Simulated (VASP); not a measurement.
Set up this calculation in VASP 6.6.1, as the native input.

- Task: single point
- Functional: PBE
- Potentials or basis: VASP PAW PBE potentials, release 64 (Al, N)
- Cutoff: 520 eV
- k mesh: 6 × 6 × 6
- Occupations: gaussian, width 0.01 eV
- Spin: no spin polarisation
- Dipole correction: no
- Further INCAR settings: ALGO = Normal; EDIFF = 1e-06; NBANDS = 11

The structure of AlN lies in POSCAR:

```
AlN
1.0
    0.0000000000      1.9986797676      1.9986797676
    1.9986797676      0.0000000000      1.9986797676
    1.9986797676      1.9986797676      0.0000000000
Al N
1 1
Direct
    0.0000000000      0.0000000000      0.0000000000
    0.5000000000      0.5000000000      0.5000000000
```

This cell differs from its parent crystal: strain -1.0%.

The input as run:

INCAR

```
SYSTEM = AlN
ALGO = Normal ; EDIFF = 1E-6
ENCUT = 520 ; GGA = PE
ISIF = 2 ; ISMEAR = 0
LASPH = .True. ; LCHARG = .True.
LELF = .True. ; LREAL = .False.
LVHAR = .True. ; LWAVE = .False.
NBANDS = 11 ; NELM = 80
PREC = Accurate ; SIGMA = 0.01
```

KPOINTS

```
k-points
0
Gamma
  6 6 6
  0 0 0
```

Potentials or basis: VASP PAW PBE potentials, release 64 (Al, N).

Launch:

```sh
$ cat potpaw_PBE.64/Al/POTCAR potpaw_PBE.64/N/POTCAR > POTCAR
$ mpirun -np 1 vasp_std > vasp.out
```

It gave:

```
Pressure               : 15.0 GPa
Band gap on the k mesh : 4.94 eV (least direct gap 6.18 eV)
```

Caveat: the k points lie up to 0.45 Å⁻¹ apart; the cell differs from its parent crystal (strain -1.0%); the structure was generated, so it needn't be the stable form of AlN.

Run time: 4.6 s on 1 thread of Intel(R) Xeon(R) Platinum 8488C (Sapphire Rapids), with other jobs on the host, peak memory 0.13 GiB.
